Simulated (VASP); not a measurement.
Input of a VASP 6.6.1 run:

INCAR

```
SYSTEM = W8C8O
PREC = Accurate
ENCUT = 520
EDIFF = 1E-7
ISMEAR = -1
SIGMA = 0.05
LREAL = Auto
LASPH = .TRUE.
NELM = 80
ALGO = Normal
ISIF = 2
LWAVE = .FALSE.
LCHARG = .FALSE.
GGA = PE
NBANDS = 89
```

KPOINTS

```
Automatic mesh
0
G
  2 2 1
  0 0 0
```

File POSCAR:

```
W8C8O
1.0
    5.7832000000      0.0000000000      0.0000000000
   -2.8916000000      5.0083980000      0.0000000000
    0.0000000000      0.0000000000     15.2447000000
W C O
8 8 1
Direct
    0.0000000000      0.0000000000      0.0655966000
    0.0029982810     -0.0029964576      0.2526059096
    0.0000000000      0.5000000000      0.0655966000
    0.0029990021      0.5058719786      0.2525717387
    0.5000000000      0.0000000000      0.0655966000
    0.4940412351     -0.0030567029      0.2526149979
    0.5000000000      0.5000000000      0.0655966000
    0.5000335303      0.4999800354      0.2557290631
    0.3304619747      0.1609067781      0.1520301515
    0.3308578830      0.1615588797      0.3281545680
    0.3304703620      0.6694383530      0.1520590211
    0.3309327499      0.6690996820      0.3281537852
    0.8332840369      0.1664999795      0.1559668012
    0.8338464971      0.1674215471      0.3573558836
    0.8390058118      0.6694513353      0.1520702371
    0.8384141690      0.6691692262      0.3281447087
   -0.1658713263      0.1671219013      0.4340600207
```

Potentials or basis: VASP PAW PBE potentials, release 64 (W_sv, C, O).

Launch:

```bash
$ cat potpaw_PBE.64/W_sv/POTCAR potpaw_PBE.64/C/POTCAR potpaw_PBE.64/O/POTCAR > POTCAR
$ mpirun -np 1 vasp_std > vasp.out
```

Problem. What does it give for the largest force?

Solution. 0.725 eV/Å.

Problem. Predict the band gap on the k mesh.

Solution. Zero (band 75 reaches 1.22 eV, above the bottom of band 76 at 0.76 eV).

Forces in eV/Å, atoms in the order of the input:
```
W   -0.156  0.086 -0.076
W    0.012 -0.006  0.000
W    0.001 -0.183 -0.075
W   -0.002  0.012  0.008
W    0.158  0.086 -0.076
W   -0.004  0.001 -0.003
W    0.002  0.000  0.064
W    0.005 -0.003 -0.058
C    0.001  0.011  0.018
C    0.000  0.010  0.068
C    0.010 -0.003  0.013
C   -0.001 -0.002  0.069
C   -0.003  0.011  0.002
C   -0.001 -0.007 -0.725
C   -0.011 -0.004  0.011
C   -0.006 -0.006  0.067
O   -0.004 -0.004  0.694
```

Caveat: the k points lie up to 0.63 Å⁻¹ apart; spin-orbit coupling is left out, which moves the levels of the heavy elements.
